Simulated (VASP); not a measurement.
A run of VASP 6.6.1:

File INCAR:

```
SYSTEM = Cu
PREC = Accurate
ENCUT = 520
EDIFF = 1E-6
ISMEAR = -1
SIGMA = 0.1
LREAL = .False.
LASPH = .True.
NELM = 80
ALGO = Normal
ISIF = 2
LWAVE = .False.
LCHARG = .False.
GGA = RE
NBANDS = 12
```

File KPOINTS:

```
regular mesh
0
Gamma
  21 21 21
  0 0 0
```

The input POSCAR:

```
Cu
1.0
    2.4299874555      0.0000000000      0.0000000000
    0.0000000000      2.4299874555      0.0000000000
    0.0000000000      0.0000000000      2.4299874555
Cu
1
Direct
    0.0000000000      0.0000000000      0.0000000000
```

Potentials or basis: VASP PAW PBE potentials, release 64 (Cu).

Command:

```bash
$ cat potpaw_PBE.64/Cu/POTCAR > POTCAR
$ mpirun -np 1 vasp_std > vasp.out
```

Hardware: 1 thread of Intel(R) Xeon(R) Platinum 8488C (Sapphire Rapids), on a shared host.

Q: Estimate the wall time of this run.

A: Wall time 17 s on 1 thread of Intel(R) Xeon(R) Platinum 8488C (Sapphire Rapids), with other jobs on the host, peak memory 0.15 GiB. Counts: scf iterations 11, k points 286.
